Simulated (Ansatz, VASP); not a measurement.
# SiSn5: VASP beside Ansatz

INCAR

```
SYSTEM = SiSn5
PREC = Accurate
ENCUT = 520
EDIFF = 1E-6
ISMEAR = 0
SIGMA = 0.1
LREAL = .False.
LASPH = .True.
NELM = 100
ALGO = Fast
ISIF = 2
LWAVE = .False.
LCHARG = .False.
GGA = PE
NBANDS = 46
```

The input KPOINTS:

```
Automatic mesh
0
Gamma
  3 3 4
  0 0 0
```

Contents of POSCAR:

```
SiSn5
1.0
    6.2448988000      0.0000000000      0.0000000000
   -3.1224494000      5.4082410100      0.0000000000
    0.0000000000      0.0000000000      4.8646067700
Si Sn
1 5
Direct
    0.0000000000      0.0000000000      0.0000000000
    0.3333333300      0.6666666700      0.0000000000
    0.6666666700      0.3333333300      0.0000000000
    0.5000000000      0.0000000000      0.5000000000
    0.5000000000      0.5000000000      0.5000000000
    0.0000000000      0.5000000000      0.5000000000
```

Input for Ansatz:

```yaml
crystal:
  lattice:
    - [6.2448988, 0.0, 0.0]
    - [-3.1224494, 5.40824101, 0.0]
    - [0.0, 0.0, 4.86460677]
  atoms:
    - { symbol: Si, position: [0.0, 0.0, 0.0] }
    - { symbol: Sn, position: [0.33333333, 0.66666667, 0.0] }
    - { symbol: Sn, position: [0.66666667, 0.33333333, 0.0] }
    - { symbol: Sn, position: [0.5, 0.0, 0.5] }
    - { symbol: Sn, position: [0.5, 0.5, 0.5] }
    - { symbol: Sn, position: [0.0, 0.5, 0.5] }
basis:
  ecutwfc: 420
kpoints:
  mp_grid: { grid: [3, 3, 4] }
hamiltonian:
  xc: pbe
scf:
  occupations: { method: gaussian, width: 0.1 }
  lower_state_search: "off"
output:
  forces: true
  stress: true
  eigenvalues: true
```

Change from the starting cell: species swapped into the LaZn5 type (P6/mmm, No. 191).

Alike in both runs: task single point; functional PBE; k mesh 3 × 3 × 4; occupations gaussian, width 0.1 eV; no spin polarisation.

|  | VASP | Ansatz |
| --- | --- | --- |
| version | VASP 6.6.1 | Ansatz 0.2.0 |
| potentials or method | VASP PAW PBE potentials, release 64 (Si, Sn_d), cutoff 520 eV | scalar-relativistic, plane waves, PAW |
| valence electrons in the cell | 74 | 74 |

|  | VASP | Ansatz | Ansatz less VASP |
| --- | --- | --- | --- |
| gap on the k mesh at the Fermi level (eV) | none | none | - |
| pressure (GPa) | 5.4 | 5.5 | +0.07 |
| traceless stress, the component that is largest in VASP (GPa) | 6.69 | 6.69 | 0.000 |

A gap of «none» marks a metal or a gap that the smearing closes.

The k mesh is coarse, so the values compare programs but aren't converged.
